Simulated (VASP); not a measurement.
Set up this calculation in VASP 6.6.1, as the native input.

```
Task                   : single point
Functional             : PBE
Potentials or basis    : VASP PAW PBE potentials, release 64 (Pr_3, Cu, As), 4f in core
Cutoff                 : 600 eV
k mesh                 : 16 × 16 × 16
Occupations            : gaussian, width 0.1 eV
Spin                   : no spin polarisation
Dipole correction      : no
Further INCAR settings : ALGO = Normal; EDIFF = 1e-06; NBANDS = 24
```

The structure of PrCuAs2 lies in POSCAR:

```
PrCuAs2
1.0
   -2.1425724999      2.1425724999      4.6956208740
    2.1425724999     -2.1425724999      4.6956208740
    2.1425724999      2.1425724999     -4.6956208740
Pr Cu As
1 1 2
Direct
    0.3137568961      0.3137568961      0.0000000000
    0.9331443013      0.9331443013      0.0000000000
    0.0659979414      0.5659979414      0.5000000000
    0.5659979414      0.0659979414      0.5000000000
```

The cell was generated, and may not be a known phase.

One way to write it, as run:

INCAR

```
SYSTEM = PrCuAs2
ALGO = Normal
EDIFF = 1E-6
ENCUT = 600
GGA = PE
GGA_COMPAT = .FALSE.
ISIF = 2
ISMEAR = 0
LASPH = .TRUE.
LCHARG = .FALSE.
LMAXMIX = 6
LREAL = .FALSE.
LWAVE = .FALSE.
NBANDS = 24
NELM = 200
PREC = Accurate
SIGMA = 0.1
```

KPOINTS

```
k-points
0
G
  16 16 16
  0 0 0
```

Potentials or basis: VASP PAW PBE potentials, release 64 (Pr_3, Cu, As), 4f in core.

Launch:

```bash
$ cat potpaw_PBE.64/Pr_3/POTCAR potpaw_PBE.64/Cu/POTCAR potpaw_PBE.64/As/POTCAR > POTCAR
$ mpirun -np 1 vasp_std > vasp.out
```

Results of the run:

```
Pressure               : 0.5 GPa
Largest force          : 0.042 eV/Å
Band gap on the k mesh : zero (bands 16 and 17 overlap by 1.62 eV)
```

Caveat: spin-orbit coupling is left out, which moves the levels of the heavy elements; the 4f electrons are frozen in the core, so they carry no moment and show no levels.

It took 15 min on 1 thread of Intel(R) Xeon(R) 6975P-C (Granite Rapids) (shared host), peak memory 1.1 GiB.
